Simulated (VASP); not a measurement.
# W16N (a cell with a defect) in VASP: single point with PBE+D3(BJ)

Aim: the single point of W16N (a cell with a defect) with PBE+D3(BJ).

Program: VASP 6.6.1. These are calculated values, not measurements. Logs are shortened: lines on timing, memory, paths and dates and some standing lists are left out, and cuts for length are marked.

## 1. The cell of the first run

The cell holds a defect, 17 atoms: a = 6.320 Å, b = 6.320 Å, c = 6.320 Å, α = 90.00°, β = 90.00°, γ = 90.00°.

## 2. Single point, PBE+D3(BJ)

Contents of INCAR:

```
PREC = Accurate ; ENCUT = 520
EDIFF = 1E-6 ; ISMEAR = -1
SIGMA = 0.1 ; LREAL = Auto
LASPH = T ; NELM = 100
ALGO = Normal ; ISIF = 2
LWAVE = F ; LCHARG = F
GGA = PE ; IVDW = 12
NBANDS = 128
```

Contents of KPOINTS:

```
Automatic mesh
0
Gamma
  3 3 3
```

Contents of POSCAR:

```
W16N
1.0
    6.3200000000      0.0000000000      0.0000000000
    0.0000000000      6.3200000000      0.0000000000
    0.0000000000      0.0000000000      6.3200000000
W N
16 1
Direct
   -0.0024064873     -0.0007841772     -0.0025457278
    0.4976004747     -0.0023545886     -0.0053857595
   -0.0024064873      0.5007830696     -0.0025457278
   -0.0023873418     -0.0259705696      0.5096531646
    0.2690678797      0.2499995253      0.2451447785
    0.4976004747      0.5023536392     -0.0053857595
    0.4975625000     -0.0024256329      0.5023151899
    0.7258693038      0.2499995253      0.2452846519
   -0.0023873418      0.5259696203      0.5096531646
    0.2507575949      0.7499995253      0.2509101266
    0.2484240506      0.2499995253      0.7561882911
    0.4975625000      0.5024245253      0.5023151899
    0.7443381329      0.7499995253      0.2508723101
    0.7467170886      0.2499995253      0.7561830696
    0.2513257911      0.7499995253      0.7598318038
    0.7438754747      0.7499995253      0.7597832278
   -0.0025193038      0.2499995253      0.3850992089
```

Potentials or basis: VASP PAW PBE potentials, release 64 (W_sv, N).

Run with:

```console
> cat potpaw_PBE.64/W_sv/POTCAR potpaw_PBE.64/N/POTCAR > POTCAR
> mpirun -np 1 vasp_std > vasp.out
```

OUTCAR:

```text
PREC = Accurate
   ENCUT = 520
   EDIFF = 1E-6
   ISMEAR = -1
   LREAL = Auto
   LASPH = T
   NELM = 100
   ISIF = 2
   GGA = PE
   IVDW = 12
 IVDW          = 12

 ion  position               nearest neighbor table
   1  0.998  0.999  0.997-  15 2.70  16 2.70  11 2.71  14 2.71  10 2.76  13 2.76   5 2.81   8 2.81
                             4 3.09   3 3.15   2 3.16   2 3.16   3 3.17   4 3.24
   2  0.498  0.998  0.995-  15 2.66  16 2.66   8 2.67   5 2.67  14 2.70  11 2.70  13 2.74  10 2.74
                             7 3.11   6 3.13   1 3.16   1 3.16   6 3.19   7 3.21
   3  0.998  0.501  0.997-  15 2.70  16 2.70  11 2.71  14 2.71  10 2.76  13 2.76   5 2.81   8 2.81
                             9 3.09   1 3.15   6 3.16   6 3.16   1 3.17   9 3.24
   4  0.998  0.974  0.510-  17 1.91  16 2.66  15 2.66  10 2.69  13 2.69  11 2.83  14 2.83   9 2.83
                             5 2.96   8 2.96   1 3.09   7 3.16   7 3.16   1 3.24   9 3.49
   5  0.269  0.250  0.245-  17 1.93   2 2.67   6 2.67  12 2.70   7 2.70   3 2.81   1 2.81   8 2.89
                             4 2.96   9 2.96  11 3.09  10 3.16  10 3.16  11 3.23   8 3.43
   6  0.498  0.502  0.995-  15 2.66  16 2.66   8 2.67   5 2.67  14 2.70  11 2.70  13 2.74  10 2.74
                            12 3.11   2 3.13   3 3.16   3 3.16   2 3.19  12 3.21
   7  0.498  0.998  0.502-   8 2.70   5 2.70  10 2.72  13 2.72  15 2.74  16 2.74  11 2.76  14 2.76
                             2 3.11  12 3.13   4 3.16   4 3.16  12 3.19   2 3.21
   8  0.726  0.250  0.245-  17 1.93   2 2.67   6 2.67  12 2.70   7 2.70   3 2.81   1 2.81   5 2.89
                             4 2.96   9 2.96  14 3.09  13 3.16  13 3.16  14 3.23   5 3.43
   9  0.998  0.526  0.510-  17 1.91  16 2.66  15 2.66  10 2.69  13 2.69  11 2.83  14 2.83   4 2.83
                             5 2.96   8 2.96   3 3.09  12 3.16  12 3.16   3 3.24   4 3.49
  10  0.251  0.750  0.251-   9 2.69   4 2.69   7 2.72  12 2.72   6 2.74   2 2.74   1 2.76   3 2.76
                            15 3.10  13 3.12   5 3.16   5 3.16  13 3.20  15 3.22
  11  0.248  0.250  0.756-   2 2.70   6 2.70   3 2.71   1 2.71  12 2.76   7 2.76   4 2.83   9 2.83
                             5 3.09  14 3.15  15 3.16  15 3.16  14 3.17   5 3.23
  12  0.498  0.502  0.502-   8 2.70   5 2.70  10 2.72  13 2.72  15 2.74  16 2.74  11 2.76  14 2.76
                             6 3.11   7 3.13   9 3.16   9 3.16   7 3.19   6 3.21
  13  0.744  0.750  0.251-   9 2.69   4 2.69   7 2.72  12 2.72   6 2.74   2 2.74   1 2.76   3 2.76
                            16 3.10  10 3.12   8 3.16   8 3.16  10 3.20  16 3.22
  14  0.747  0.250  0.756-   2 2.70   6 2.70   3 2.71   1 2.71  12 2.76   7 2.76   4 2.83   9 2.83
                             8 3.09  11 3.15  16 3.16  16 3.16  11 3.17   8 3.23
  15  0.251  0.750  0.760-   6 2.66   2 2.66   9 2.66   4 2.66   1 2.70   3 2.70   7 2.74  12 2.74
                            10 3.10  16 3.11  11 3.16  11 3.16  16 3.21  10 3.22
  16  0.744  0.750  0.760-   6 2.66   2 2.66   9 2.66   4 2.66   1 2.70   3 2.70   7 2.74  12 2.74
                            13 3.10  15 3.11  14 3.16  14 3.16  15 3.21  13 3.22
  17  0.997  0.250  0.385-   4 1.91   9 1.91   8 1.93   5 1.93

  LATTYP: Found a simple cubic cell.
 ALAT       =     6.3200000000

  Lattice vectors:

 A1 = (   6.3200000000,   0.0000000000,   0.0000000000)
 A2 = (   0.0000000000,   6.3200000000,   0.0000000000)
 A3 = (   0.0000000000,   0.0000000000,   6.3200000000)

Analysis of symmetry for initial positions (statically):
=====================================================================
 Subroutine PRICEL returns:
 Original cell was already a primitive cell.

 Routine SETGRP: Setting up the symmetry group for a
 simple cubic supercell.

 Subroutine GETGRP returns: Found  2 space group operations
 (whereof  1 operations were pure point group operations)
 out of a pool of 48 trial point group operations.

The static configuration has the point symmetry C_1 .
 The point group associated with its full space group is C_1h.

Analysis of symmetry for dynamics (positions and initial velocities):
=====================================================================
 Subroutine PRICEL returns:
 Original cell was already a primitive cell.

 Routine SETGRP: Setting up the symmetry group for a
 simple cubic supercell.

 Subroutine GETGRP returns: Found  2 space group operations
 (whereof  1 operations were pure point group operations)
 out of a pool of 48 trial point group operations.

The dynamic configuration has the point symmetry C_1 .
 The point group associated with its full space group is C_1h.

 Subroutine INISYM returns: Found  2 space group operations
 (whereof  1 operations are pure point group operations),
 and found     1 'primitive' translations

----------------------------------------------------------------------------------------

                                     Primitive cell

  volume of cell :     252.4360

  direct lattice vectors                    reciprocal lattice vectors
     6.320000000  0.000000000  0.000000000     0.158227848  0.000000000  0.000000000
[... 66 lines left out ...]
 Subroutine IBZKPT returns following result:
 ===========================================

 Found     10 irreducible k-points:

 Following reciprocal coordinates:
            Coordinates               Weight
  0.000000  0.000000  0.000000      1.000000
  0.333333  0.000000  0.000000      2.000000
  0.000000  0.333333  0.000000      2.000000
  0.000000  0.000000  0.333333      2.000000
  0.333333  0.333333  0.000000      4.000000
  0.000000  0.333333  0.333333      4.000000
  0.333333  0.000000  0.333333      2.000000
 -0.333333  0.000000  0.333333      2.000000
  0.333333  0.333333  0.333333      4.000000
 -0.333333  0.333333  0.333333      4.000000
   k-points           NKPTS =     10   k-points in BZ     NKDIM =     10   number of bands    NBANDS=    128
   number of dos      NEDOS =    301   number of ions     NIONS =     17
   total plane-waves  NPLWV = 110592
   dimension x,y,z NGX =    48 NGY =   48 NGZ =   48
   dimension x,y,z NGXF=    96 NGYF=   96 NGZF=   96
   ions per type =              16   1
   NGX,Y,Z   is equivalent  to a cutoff of  12.63, 12.63, 12.63 a.u.
   NGXF,Y,Z  is equivalent  to a cutoff of  25.25, 25.25, 25.25 a.u.
 SYSTEM =  unknown system
   PREC   = accura    normal or accurate (medium, high low for compatibility)
   ISTART =      0    job   : 0-new  1-cont  2-samecut
   ICHARG =      2    charge: 1-file 2-atom 10-const
   ISPIN  =      1    spin polarized calculation?
   LNONCOLLINEAR =      F non collinear calculations
   LSORBIT =      F    spin-orbit coupling
   LASPH  =      T    aspherical Exc in radial PAW
   ENCUT  =  520.0 eV  38.22 Ry    6.18 a.u.  11.75 11.75 11.75*2*pi/ulx,y,z
   NELM   =    100;   NELMIN=  2; NELMDL= -5     # of ELM steps
   EDIFF  = 0.1E-05   stopping-criterion for ELM
   LREAL  =      T    real-space projection
   EDIFFG = 0.1E-04   stopping-criterion for IOM
   NSW    =      0    number of steps for IOM
   IBRION =     -1    ionic relax: 0-MD 1-quasi-New 2-CG
   NFREE  =      0    steps in history (QN), initial steepest desc. (CG)
   ISIF   =      2    stress and relaxation
   ISYM   =      2    0-nonsym 1-usesym 2-fastsym
   POTIM  = 0.5000    time-step for ionic-motion
   TEBEG  =    0.0;   TEEND  =   0.0 temperature during run
   PSTRESS=    0.0 pullay stress
   NELECT =     229.0000    total number of electrons
   NUPDOWN=      -1.0000    fix difference up-down
   EMIN   =  10.00;   EMAX   =-10.00  energy-range for DOS
   EFERMI =   0.00;   METHOD = LEGACY
   ISMEAR =    -1;   SIGMA  =   0.10  broadening in eV -4-tet -1-fermi 0-gaus
   EFERMI_NEDOS =   21; number of points for ismear=-14 and -15
   IALGO  =     38    algorithm
   IMIX   =      4    mixing-type and parameters
     AMIX     =   0.40;   BMIX     =  1.00
     AMIX_MAG =   1.60;   BMIX_MAG =  1.00
  volume/ion in A,a.u.               =      14.85       100.21
  Fermi-wavevector in a.u.,A,eV,Ry     =   1.584782  2.994804 34.171502  2.511535
  Thomas-Fermi vector in A             =   2.684347
   LORBIT       =      0    0 simple, 1 ext, 2 COOP (PROOUT), +10 PAW based schemes
   GGA     = PE    functional components
   LHFCALC =     F    Hartree Fock is set to
   AEXX    =    0.0000 exact exchange contribution
   IVDW    =    12    specifies the selected vdW correction
   LEPSILON=     F    determine dielectric tensor
   LRPA    =     F    only Hartree local field effects (RPA)
 non-spin polarized calculation
  energy-cutoff  :      520.00
  volume of cell :      252.44
 maximum number of plane-waves:      6859
   NGX = 23   NGY = 23   NGZ = 23

 number of electron     228.9999996 magnetization

 Free energy of the ion-electron system (eV)
  ---------------------------------------------------
  ext. energy  EPLUGINS =         0.00000000
  ---------------------------------------------------
  free energy    TOTEN  =      -212.80442852 eV

  energy without entropy =     -212.55066096  energy(sigma->0) =     -212.67754474

 E-fermi :  11.7806     XC(G=0): -13.7753

 val. band max:       11.7700181019   @ k =   0.0000   0.3333   0.0000
 cond. band min:      11.8343668796   @ k =   0.0000   0.0000   0.0000
 fundamental gap:      0.0643487777
 Fermi energy:        11.7805763432

 k-point     1 :       0.0000    0.0000    0.0000
  band No.  band energies     occupation
      1     -62.3498      2.00000
      2     -62.2850      2.00000
      3     -62.2811      2.00000
      4     -62.2468      2.00000
      5     -62.2311      2.00000
      6     -62.2095      2.00000
[... 1279 lines left out ...]
    125      13.7436      0.00000
    126      13.7720      0.00000
 [bands above 126 left out]

------------------------ aborting loop because EDIFF is reached ----------------------------------------

 Edisp (eV)  -11.63208

 E8    (eV) :    -5.9076

  FORCE on cell =-STRESS in cart. coord.  units (eV):
  Direction    XX          YY          ZZ          XY          YZ          ZX
  --------------------------------------------------------------------------------------
  -------------------------------------------------------------------------------------
  Total      20.07333    22.41792    16.38175     0.00000     0.00000     0.00400
  in kB     127.40272   142.28353   103.97275     0.00000     0.00000     0.02536
  external pressure =      124.55 kB  Pullay stress =        0.00 kB

 VOLUME and BASIS-vectors are now :
 -----------------------------------------------------------------------------
  energy-cutoff  :      520.00
  volume of cell :      252.44
      direct lattice vectors                 reciprocal lattice vectors
     6.320000000  0.000000000  0.000000000     0.158227848  0.000000000  0.000000000
     0.000000000  6.320000000  0.000000000     0.000000000  0.158227848  0.000000000
     0.000000000  0.000000000  6.320000000     0.000000000  0.000000000  0.158227848

 POSITION                                       TOTAL-FORCE (eV/Angst)
 -----------------------------------------------------------------------------------
      6.30479      6.31504      6.30391        -0.003751      0.000304      0.006693
      3.14484      6.30512      6.28596        -0.001677      0.003436      0.014775
      6.30479      3.16495      6.30391        -0.003751     -0.000304      0.006693
      6.30491      6.15587      3.22101        -0.002492     -0.097312      0.042027
      1.70051      1.58000      1.54932         0.083781      0.000000     -0.059237
      3.14484      3.17487      6.28596        -0.001677     -0.003436      0.014775
[... 9 lines left out ...]
      4.70129      4.74000      4.80183        -0.003087      0.000000     -0.001592
      6.30408      1.58000      2.43383         0.003548      0.000000      0.028602
 -----------------------------------------------------------------------------------
    total drift:                                0.006063      0.001956     -0.000187

  FREE ENERGIE OF THE ION-ELECTRON SYSTEM (eV)
  ---------------------------------------------------
  free  energy   TOTEN  =      -224.4365115488 eV

  energy  without entropy=     -224.1827439855  energy(sigma->0) =     -224.30962777
```

Wall time 20 min (1 thread of Oxide Virtual Turin-like, shared host); peak memory 0.42 GiB.

Results:

| Property | Result |
| --- | --- |
| Free energy | -224.4365 eV |
| Pressure | 12.5 GPa |
| Largest force | 0.106 eV/Å |
| Band gap on the k mesh | zero (an odd number of electrons rules out a gap without spin polarisation) |
| Dispersion energy per atom | -0.684 eV |

Forces on the atoms (eV/Å):
```
W   -0.004  0.000  0.007
W   -0.002  0.003  0.015
W   -0.004  0.000  0.007
W   -0.002 -0.097  0.042
W    0.084  0.000 -0.059
W   -0.002 -0.003  0.015
W   -0.002 -0.007  0.015
W   -0.075  0.000 -0.073
W   -0.002  0.097  0.042
W    0.005  0.000 -0.013
W    0.000  0.000 -0.013
W   -0.002  0.007  0.015
W    0.001  0.000 -0.008
W    0.002  0.000 -0.011
W    0.003  0.000 -0.008
W   -0.003  0.000 -0.002
N    0.004  0.000  0.029
```

Levels at points of the mesh, in eV from the Fermi level:
```tsv
k point	band 113	band 114	band 115	band 116	band 117	band 118
(0.00, 0.00, 0.00)	-0.27	0.05	0.40	0.44	0.64	0.69
```

Caveat: spin-orbit coupling is left out, which moves the levels of the heavy elements.

The gap in the log of VASP goes by the Fermi energy; the results here count the filled bands.